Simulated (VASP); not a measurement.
# I (I4/mmm) in VASP: a series of runs

Runs on I. Level: LDA. Tasks: single point.

Program: VASP 6.6.1. These are calculated values, not measurements. Logs are shortened: lines on timing, memory, paths and dates and some standing lists are left out, and cuts for length are marked.

## (1) The cell of the first run

It takes space group I4/mmm (No. 139, tetragonal). The conventional cell has a = 3.326 Å, b = 3.326 Å, c = 8.068 Å, α = 90.00°, β = 90.00°, γ = 90.00°. Within 4.4 Å of I (site symmetry 4/mmm) lie 4 I at 3.33 Å.

## (2) Single point, LDA

INCAR reads:

```
  ALGO = Normal
  EDIFF = 1E-6
  ENCUT = 520
  GGA = CA
  ISIF = 2
  ISMEAR = 0
  LASPH = T
  LCHARG = T
  LELF = T
  LREAL = F
  LVHAR = T
  LWAVE = F
  NBANDS = 10
  NELM = 100
  PREC = Accurate
  SIGMA = 0.15
```

KPOINTS reads:

```
k-points
0
Gamma
  22 22 22
```

POSCAR reads:

```
I
1.0
   -1.6630419314      1.6630419314      4.0342056728
    1.6630419314     -1.6630419314      4.0342056728
    1.6630419314      1.6630419314     -4.0342056728
I
1
Direct
    0.0000000000      0.0000000000      0.0000000000
```

Potentials or basis: VASP PAW LDA potentials, release 64 (I).

Launch:

```sh
$ cat potpaw_LDA.64/I/POTCAR > POTCAR
$ mpirun -np 1 vasp_std > vasp.out
```

OUTCAR:

```text
EDIFF = 1E-6
   ENCUT = 520
   GGA = CA
   ISIF = 2
   ISMEAR = 0
   LASPH = T
   LREAL = F
   NELM = 100
   PREC = Accurate

 ion  position               nearest neighbor table
   1  0.000  0.000  0.000-

  LATTYP: Found a body centered tetragonal cell.
 ALAT       =     3.3260838628
 C/A-ratio  =     2.4257991315

  Lattice vectors:

 A1 = (  -1.6630419314,   1.6630419314,   4.0342056728)
 A2 = (   1.6630419314,  -1.6630419314,   4.0342056728)
 A3 = (   1.6630419314,   1.6630419314,  -4.0342056728)

Analysis of symmetry for initial positions (statically):
=====================================================================
 Subroutine PRICEL returns:
 Original cell was already a primitive cell.

 Routine SETGRP: Setting up the symmetry group for a
 body centered tetragonal supercell.

 Subroutine GETGRP returns: Found 16 space group operations
 (whereof 16 operations were pure point group operations)
 out of a pool of 16 trial point group operations.

The static configuration has the point symmetry D_4h.

Analysis of symmetry for dynamics (positions and initial velocities):
=====================================================================
 Subroutine PRICEL returns:
 Original cell was already a primitive cell.

 Routine SETGRP: Setting up the symmetry group for a
 body centered tetragonal supercell.

 Subroutine GETGRP returns: Found 16 space group operations
 (whereof 16 operations were pure point group operations)
 out of a pool of 16 trial point group operations.

The dynamic configuration has the point symmetry D_4h.

 Subroutine INISYM returns: Found 16 space group operations
 (whereof 16 operations are pure point group operations),
 and found     1 'primitive' translations

----------------------------------------------------------------------------------------

                                     Primitive cell

  volume of cell :      44.6297

  direct lattice vectors                    reciprocal lattice vectors
    -1.663041931  1.663041931  4.034205673     0.000000000  0.300653874  0.123940136
     1.663041931 -1.663041931  4.034205673     0.300653874  0.000000000  0.123940136
     1.663041931  1.663041931 -4.034205673     0.300653874  0.300653874  0.000000000

  length of vectors
     4.669714375  4.669714375  4.669714375     0.325198262  0.325198262  0.425188787

  position of ions in fractional coordinates (direct lattice)
     0.000000000  0.000000000  0.000000000

  ion indices of the primitive-cell ions
   primitive index   ion index
                 1           1

----------------------------------------------------------------------------------------

 KPOINTS: k-points

Automatic generation of k-mesh.
 Grid dimensions read from file:
 generate k-points for:   22   22   22

 Generating k-lattice:

  Cartesian coordinates                     Fractional coordinates (reciprocal lattice)
     0.000000000  0.013666085  0.005633643     0.045454545  0.000000000  0.000000000
     0.013666085  0.000000000  0.005633643     0.000000000  0.045454545  0.000000000
     0.013666085  0.013666085  0.000000000     0.000000000  0.000000000  0.045454545

  Length of vectors
     0.014781739  0.014781739  0.019326763

  Shift w.r.t. Gamma in fractional coordinates (k-lattice)
     0.000000000  0.000000000  0.000000000

 Subroutine IBZKPT returns following result:
 ===========================================

 Found    834 irreducible k-points:

 Following reciprocal coordinates:
            Coordinates               Weight
  0.000000  0.000000  0.000000      1.000000
  0.045455 -0.000000  0.000000      8.000000
  0.090909 -0.000000  0.000000      8.000000
  0.136364 -0.000000  0.000000      8.000000
  0.181818 -0.000000  0.000000      8.000000
  0.227273 -0.000000  0.000000      8.000000
[... 16 lines left out ...]
  0.500000  0.045455  0.000000     16.000000
 -0.454545  0.045455  0.000000     16.000000
 [... further k-points ...]
   k-points           NKPTS =    834   k-points in BZ     NKDIM =    834   number of bands    NBANDS=     10
   number of dos      NEDOS =    301   number of ions     NIONS =      1
   total plane-waves  NPLWV =  46656
   dimension x,y,z NGX =    36 NGY =   36 NGZ =   36
   dimension x,y,z NGXF=    72 NGYF=   72 NGZF=   72
   ions per type =               1
   NGX,Y,Z   is equivalent  to a cutoff of  12.82, 12.82, 12.82 a.u.
   NGXF,Y,Z  is equivalent  to a cutoff of  25.63, 25.63, 25.63 a.u.
 SYSTEM =  unknown system
   PREC   = accura    normal or accurate (medium, high low for compatibility)
   ISTART =      0    job   : 0-new  1-cont  2-samecut
   ICHARG =      2    charge: 1-file 2-atom 10-const
   ISPIN  =      1    spin polarized calculation?
   LNONCOLLINEAR =      F non collinear calculations
   LSORBIT =      F    spin-orbit coupling
   LASPH  =      T    aspherical Exc in radial PAW
   ENCUT  =  520.0 eV  38.22 Ry    6.18 a.u.   8.68  8.68  8.68*2*pi/ulx,y,z
   NELM   =    100;   NELMIN=  2; NELMDL= -5     # of ELM steps
   EDIFF  = 0.1E-05   stopping-criterion for ELM
   LREAL  =      F    real-space projection
   EDIFFG = 0.1E-04   stopping-criterion for IOM
   NSW    =      0    number of steps for IOM
   IBRION =     -1    ionic relax: 0-MD 1-quasi-New 2-CG
   NFREE  =      0    steps in history (QN), initial steepest desc. (CG)
   ISIF   =      2    stress and relaxation
   ISYM   =      2    0-nonsym 1-usesym 2-fastsym
   POTIM  = 0.5000    time-step for ionic-motion
   TEBEG  =    0.0;   TEEND  =   0.0 temperature during run
   PSTRESS=    0.0 pullay stress
   NELECT =       7.0000    total number of electrons
   NUPDOWN=      -1.0000    fix difference up-down
   EMIN   =  10.00;   EMAX   =-10.00  energy-range for DOS
   EFERMI =   0.00;   METHOD = LEGACY
   ISMEAR =     0;   SIGMA  =   0.15  broadening in eV -4-tet -1-fermi 0-gaus
   EFERMI_NEDOS =   21; number of points for ismear=-14 and -15
   IALGO  =     38    algorithm
   IMIX   =      4    mixing-type and parameters
     AMIX     =   0.40;   BMIX     =  1.00
     AMIX_MAG =   1.60;   BMIX_MAG =  1.00
  volume/ion in A,a.u.               =      44.63       301.18
  Fermi-wavevector in a.u.,A,eV,Ry     =   0.882875  1.668392 10.605317  0.779469
  Thomas-Fermi vector in A             =   2.003566
   LORBIT       =      0    0 simple, 1 ext, 2 COOP (PROOUT), +10 PAW based schemes
   GGA     = CA    functional components
   LHFCALC =     F    Hartree Fock is set to
   AEXX    =    0.0000 exact exchange contribution
   IVDW    =     0    specifies the selected vdW correction
   LEPSILON=     F    determine dielectric tensor
   LRPA    =     F    only Hartree local field effects (RPA)
 non-spin polarized calculation
 Gauss-broadening in eV      SIGMA  =   0.15
  energy-cutoff  :      520.00
  volume of cell :       44.63
 maximum number of plane-waves:      1225
   NGX = 17   NGY = 17   NGZ = 17

 number of electron       7.0000000 magnetization

 Free energy of the ion-electron system (eV)
  ---------------------------------------------------
  ext. energy  EPLUGINS =         0.00000000
  ---------------------------------------------------
  free energy    TOTEN  =        -1.85772671 eV

  energy without entropy =       -1.85102437  energy(sigma->0) =       -1.85437554

 E-fermi :   2.2171     XC(G=0):  -8.2120

 val. band max:        2.2155377115   @ k =  -0.2273  -0.3182   0.2273
 cond. band min:       2.2177308430   @ k =  -0.2727  -0.3182   0.2273
 fundamental gap:      0.0021931315
 Fermi energy:         2.2171062035

 k-point     1 :       0.0000    0.0000    0.0000
  band No.  band energies     occupation
      1     -11.1038      2.00000
      2       0.6082      2.00000
      3       2.9735      0.00000
      4       2.9735      0.00000
      5       6.6734      0.00000
      6       9.8306      0.00000
      7      10.1796      0.00000
      8      14.2743      0.00000
      9      14.2743      0.00000
     10      14.3656      0.00000

 k-point     2 :       0.0455   -0.0000    0.0000
  band No.  band energies     occupation
      1     -11.0850      2.00000
      2       0.6077      2.00000
      3       2.7881      0.00000
      4       2.9864      0.00000
      5       6.7445      0.00000
      6       9.9254      0.00000
      7      10.3129      0.00000
      8      13.4132      0.00000
      9      14.3053      0.00000
     10      14.7886      0.00000

 k-point     3 :       0.0909   -0.0000    0.0000
  band No.  band energies     occupation
      1     -11.0295      2.00000
      2       0.6063      2.00000
      3       2.3033      0.41643
      4       3.0243      0.00000
      5       6.9324      0.00000
      6      10.0426      0.00000
      7      10.8252      0.00000
      8      12.4940      0.00000
      9      14.3975      0.00000
     10      14.9648      0.00000

 k-point     4 :       0.1364   -0.0000    0.0000
  band No.  band energies     occupation
      1     -10.9394      2.00000
      2       0.6023      2.00000
      3       1.6552      2.00000
      4       3.0853      0.00000
      5       7.1967      0.00000
      6      10.1433      0.00000
      7      11.4648      0.00000
      8      11.8449      0.00000
      9      14.5487      0.00000
     10      15.1638      0.00000
[... 222 lines left out ...]
 k-point    22 :       0.4545    0.0455    0.0000
  band No.  band energies     occupation
      1      -9.9405      2.00000
      2      -2.2464      2.00000
      3       0.7801      2.00000
      4       3.5202      0.00000
      5       7.2992      0.00000
      6      11.5205      0.00000
      7      12.1523      0.00000
      8      13.2562      0.00000
      9      14.2862      0.00000
     10      15.2951      0.00000

 k-point    23 :       0.5000    0.0455    0.0000
  band No.  band energies     occupation
      1      -9.9119      2.00000
      2      -2.3256      2.00000
      3       0.8104      2.00000
      4       3.5401      0.00000
      5       7.2427      0.00000
      6      11.6328      0.00000
      7      12.0942      0.00000
      8      13.2249      0.00000
      9      14.2130      0.00000
     10      15.2092      0.00000

 k-point    24 :      -0.4545    0.0455    0.0000
  band No.  band energies     occupation
      1      -9.9460      2.00000
      2      -2.2384      2.00000
      3       0.8269      2.00000
      4       3.5247      0.00000
      5       7.2927      0.00000
      6      11.5197      0.00000
      7      11.7353      0.00000
      8      13.1003      0.00000
      9      14.8014      0.00000
     10      15.3523      0.00000

 [... further k-points ...]

------------------------ aborting loop because EDIFF is reached ----------------------------------------

  FORCE on cell =-STRESS in cart. coord.  units (eV):
  Direction    XX          YY          ZZ          XY          YZ          ZX
  --------------------------------------------------------------------------------------
  -------------------------------------------------------------------------------------
  Total       -1.4437790     -1.4437790     -0.2980804      0.0000000      0.0000000      0.0000000
  in kB      -51.8306750    -51.8306750    -10.7008824      0.0000000      0.0000000      0.0000000
  external PRESSURE =     -38.1207441 kB  Pullay stress =       0.0000000 kB

 VOLUME and BASIS-vectors are now :
 -----------------------------------------------------------------------------
  energy-cutoff  :      520.00
  volume of cell :       44.63
      direct lattice vectors                 reciprocal lattice vectors
    -1.663041931  1.663041931  4.034205673     0.000000000  0.300653874  0.123940136
     1.663041931 -1.663041931  4.034205673     0.300653874  0.000000000  0.123940136
     1.663041931  1.663041931 -4.034205673     0.300653874  0.300653874  0.000000000

 POSITION                                       TOTAL-FORCE (eV/Angst)
 -----------------------------------------------------------------------------------
      0.00000      0.00000      0.00000         0.000000      0.000000      0.000000
 -----------------------------------------------------------------------------------
    total drift:                               -0.000000      0.000000      0.000000

  FREE ENERGIE OF THE ION-ELECTRON SYSTEM (eV)
  ---------------------------------------------------
  free  energy   TOTEN  =        -1.8577267059 eV

  energy  without entropy=       -1.8510243691  energy(sigma->0) =       -1.85437554
```

Wall time 2 min (1 thread of Intel Xeon 6975P-C (Granite Rapids), shared host); peak memory 0.44 GiB.

Results:

```yaml
Free_energy: -1.8577 eV
Pressure: -3.8 GPa
```

Stress tensor (GPa, compression positive):
```
-5.18  0.00  0.00
 0.00 -5.18  0.00
 0.00  0.00 -1.07
```

Caveat: spin-orbit coupling is left out, which moves the levels of the heavy elements; an odd number of electrons without spin polarisation forces a metal; a magnetic or distorted state may lie lower.

(Part 1 of 2 ends here.)
